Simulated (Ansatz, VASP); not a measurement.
## La2AlCo2C: VASP beside Ansatz

Contents of INCAR:

```
PREC = Accurate ; ENCUT = 520
EDIFF = 1E-6 ; ISMEAR = 0
SIGMA = 0.05 ; LREAL = Auto
LASPH = True ; NELM = 100
ALGO = Normal ; ISIF = 2
LWAVE = False ; LCHARG = True
GGA = PE ; LELF = True
LVHAR = True ; NBANDS = 112
```

File KPOINTS:

```
regular mesh
0
Gamma
  3 3 3
```

The input POSCAR:

```
La2AlCo2C
1.0
   -4.1929989189     -6.0979789139      0.0000000000
   -4.1929989189      6.0979789139      0.0000000000
    0.0000000000      0.0000000000     -9.0005369941
La Al Co C
8 4 8 4
Direct
    0.2500000000      0.7500000000      0.3079015083
    0.2500000000      0.2500000000      0.8079015083
    0.7500000000      0.2500000000      0.3079015083
    0.7500000000      0.7500000000      0.8079015083
    0.2500000000      0.2500000000      0.1920984917
    0.2500000000      0.7500000000      0.6920984917
    0.7500000000      0.7500000000      0.1920984917
    0.7500000000      0.2500000000      0.6920984917
    0.0000000000      0.0000000000      0.5000000000
    0.0000000000      0.5000000000      1.0000000000
    0.5000000000      0.5000000000      0.5000000000
    0.5000000000      0.0000000000      1.0000000000
    0.3549244613      0.6450755387      0.0000000000
    0.3549244613      0.1450755387      0.5000000000
    0.8549244613      0.1450755387      0.0000000000
    0.8549244613      0.6450755387      0.5000000000
    0.1450755387      0.8549244613      0.0000000000
    0.1450755387      0.3549244613      0.5000000000
    0.6450755387      0.3549244613      0.0000000000
    0.6450755387      0.8549244613      0.5000000000
    0.0000000000      0.0000000000      0.0000000000
    0.0000000000      0.5000000000      0.5000000000
    0.5000000000      0.5000000000      0.0000000000
    0.5000000000      0.0000000000      0.5000000000
```

Input for Ansatz:

```yaml
crystal:
  lattice:
    - [-4.1929989189, -6.0979789139, 0.0]
    - [-4.1929989189, 6.0979789139, 0.0]
    - [0.0, 0.0, -9.0005369941]
  atoms:
    - { symbol: La, position: [0.25, 0.75, 0.3079015083] }
    - { symbol: La, position: [0.25, 0.25, 0.8079015083] }
    - { symbol: La, position: [0.75, 0.25, 0.3079015083] }
    - { symbol: La, position: [0.75, 0.75, 0.8079015083] }
    - { symbol: La, position: [0.25, 0.25, 0.1920984917] }
    - { symbol: La, position: [0.25, 0.75, 0.6920984917] }
    - { symbol: La, position: [0.75, 0.75, 0.1920984917] }
    - { symbol: La, position: [0.75, 0.25, 0.6920984917] }
    - { symbol: Al, position: [0.0, 0.0, 0.5] }
    - { symbol: Al, position: [0.0, 0.5, 1.0] }
    - { symbol: Al, position: [0.5, 0.5, 0.5] }
    - { symbol: Al, position: [0.5, 0.0, 1.0] }
    - { symbol: Co, position: [0.3549244613, 0.6450755387, 0.0] }
    - { symbol: Co, position: [0.3549244613, 0.1450755387, 0.5] }
    - { symbol: Co, position: [0.8549244613, 0.1450755387, 0.0] }
    - { symbol: Co, position: [0.8549244613, 0.6450755387, 0.5] }
    - { symbol: Co, position: [0.1450755387, 0.8549244613, 0.0] }
    - { symbol: Co, position: [0.1450755387, 0.3549244613, 0.5] }
    - { symbol: Co, position: [0.6450755387, 0.3549244613, 0.0] }
    - { symbol: Co, position: [0.6450755387, 0.8549244613, 0.5] }
    - { symbol: C, position: [0.0, 0.0, 0.0] }
    - { symbol: C, position: [0.0, 0.5, 0.5] }
    - { symbol: C, position: [0.5, 0.5, 0.0] }
    - { symbol: C, position: [0.5, 0.0, 0.5] }
basis:
  ecutwfc: 420
  xc_grid: 2
kpoints:
  mp_grid: { grid: [3, 3, 3], shift: [0.0, 0.0, 0.0] }
hamiltonian:
  xc: pbe
scf:
  occupations: { method: gaussian, width: 0.05 }
output:
  forces: true
  stress: true
  eigenvalues: true
  write_density: true
  write_potential: true
  elf: true
  volumetric_format: npy
```

Alike in both runs: task single point; functional PBE; k mesh 3 × 3 × 3; occupations gaussian, width 0.05 eV; no spin polarisation.

|  | VASP | Ansatz |
| --- | --- | --- |
| version | VASP 6.6.1 | Ansatz 0.2.0 |
| potentials or method | VASP PAW PBE potentials, release 64 (La, Al, Co, C), cutoff 520 eV | scalar-relativistic, plane waves, PAW |
| valence electrons in the cell | 188 | 252 |

|  | VASP | Ansatz | Ansatz less VASP |
| --- | --- | --- | --- |
| gap on the k mesh at the Fermi level (eV) | none | none | - |
| pressure (GPa) | -0.1 | 0.0 | +0.07 |
| traceless stress, the component that is largest in VASP (GPa) | -0.40 | -0.22 | +0.173 |
| rms of the force components (eV/Å) | 0.017 | 0.017 | +0.0004 |

Atom by atom the forces differ by 0.015 eV/Å (rms over components). A gap of «none» marks a metal or a gap that the smearing closes. With one functional, cell and mesh, what is left measures potentials, basis and numerics. VASP's potentials hold 188 valence electrons a cell and Ansatz's 252, so a difference there can come from the potentials and not from the codes.

Neither program's run includes spin-orbit coupling.
